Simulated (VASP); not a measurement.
Crystal: HgTe.

```
Hg Te
1.0
     0.00000    3.13702    3.13702
     3.13702    0.00000    3.13702
     3.13702    3.13702    0.00000
Hg Te
1 1
Direct
  0.00000 0.00000 0.00000
  0.50000 0.50000 0.50000
```

Base run:

```yaml
Program: VASP 6.6.1
Functional: PBE
Potentials_or_basis: VASP PAW PBE potentials, release 64 (Hg, Te)
Cutoff: 520 eV
k_mesh: 7 × 7 × 7
Occupations: fermi-dirac, width 0.05 eV
Spin: no spin polarisation
```

Its results: band gap on the k mesh zero (band 9 reaches 3.69 eV, above the bottom of band 10 at 1.61 eV); pressure -2.5 GPa.

**Question.** The run is repeated on the same cell with these changes: functional from PBE to r2SCAN; further incar settings from ALGO = Normal; EDIFF = 1e-06; NBANDS = 16 to ALGO = Normal; EDIFF = 1e-07; NBANDS = 16. What comes out?

**Answer.** Band gap on the k mesh zero (band 9 reaches 3.47 eV, above the bottom of band 10 at 1.32 eV); pressure -3.7 GPa.

Caveats: spin-orbit coupling is left out, which moves the levels of the heavy elements; the PAW data sets were made with another functional, which shifts forces and pressure a little (some runs).
